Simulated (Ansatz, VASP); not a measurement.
**Two plane-wave programs on HfSiO4**

```xyz
6
Lattice="3.1936 -3.2899 0.0000 3.1936 3.2899 0.0000 0.0000 0.0000 2.9747" Properties=species:S:1:pos:R:3 pbc="T T T"
Hf    0.0000    0.0000    0.0000
Si    3.1936    0.0000    1.4873
O     1.4137    0.0000    1.4873
O     3.1936   -1.1720    0.0000
O     3.1936    1.1720    0.0000
O     4.9736    0.0000    1.4873
```

Alike in both runs: functional PBE; k mesh 4 × 4 × 6; occupations gaussian, width 0.1 eV; no spin polarisation.

Ansatz relaxed the structure, and its values are those at the end. VASP's run is a single point on that final structure, the one shown.

```csv
,VASP,Ansatz
version,VASP 6.6.1,Ansatz 0.2.0
potentials or method,"VASP PAW PBE potentials, release 64 (Hf_pv, Si, O), cutoff 600 eV","scalar-relativistic, plane waves, PAW"
valence electrons in the cell,38,54
```

|  | VASP | Ansatz | Ansatz less VASP |
| --- | --- | --- | --- |
| gap on the k mesh at the Fermi level (eV) | 1.77 | 1.81 | +0.042 |
| least direct gap on the mesh (eV) | 1.77 | 1.81 | +0.042 |
| pressure (GPa) | -1.9 | 0.0 | +1.91 |
| rms of the force components (eV/Å) | 0.092 | 0.001 | -0.0903 |

VASP's potentials hold 38 valence electrons a cell and Ansatz's 54, so a difference there can come from the potentials and not from the codes.

Neither program's run includes spin-orbit coupling.
